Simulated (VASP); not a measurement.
## Ge: single point with PBEsol

Ge:

```
Ge
1.0
    -0.02701    2.83924    2.83924
     2.83924   -0.02701    2.83924
     2.83924    2.83924   -0.02701
Ge
2
Cartesian
  -0.0039 -0.0039 -0.0039
  1.4168 1.4168 1.4168
```

```
Program                : VASP 6.6.1
Task                   : single point
Functional             : PBEsol
Potentials or basis    : VASP PAW PBE potentials, release 64 (Ge_d)
Cutoff                 : 520 eV
k mesh                 : 12 × 12 × 12
Occupations            : gaussian, width 0.01 eV
Spin                   : no spin polarisation
Dipole correction      : no
Further INCAR settings : ALGO = Normal; EDIFF = 1e-06; NBANDS = 21
```

```
Pressure               : -1.4 GPa
Largest force          : 0.012 eV/Å
Band gap on the k mesh : zero (bands 14 and 15 overlap by 0.06 eV)
```

Forces on the atoms (eV/Å):
```
Ge   0.007  0.007  0.007
Ge  -0.007 -0.007 -0.007
```

Stress tensor (GPa, compression positive):
```
-1.40  0.51  0.51
 0.51 -1.40  0.51
 0.51  0.51 -1.40
```

Levels at points of the mesh, in eV from the Fermi level:
```tsv
k point	band 10	band 11	band 12	band 13	band 14	band 15	band 16	band 17	band 18	band 19
(0.00, 0.00, 0.00)	-24.44	-12.56	-0.20	0.00	0.00	0.13	2.52	2.52	2.66	6.21
(0.50, 0.00, 0.00)	-24.41	-10.55	-7.47	-1.33	-1.27	0.14	3.74	3.79	7.03	10.25
(0.50, 0.50, 0.00)	-24.40	-8.78	-8.74	-3.01	-2.90	0.67	0.82	9.28	9.35	11.28
(0.50, 0.50, 0.50)	-24.42	-10.46	-7.45	-1.40	-1.40	-0.05	3.68	3.68	6.91	10.39
```

Wall time 3.8 min on 1 thread of Intel Xeon 8259CL (shared host), peak memory 0.28 GiB.

Caveat: semilocal functionals underestimate gaps, so a narrow gap can read as zero; the PAW data sets were made with another functional, which shifts forces and pressure a little.
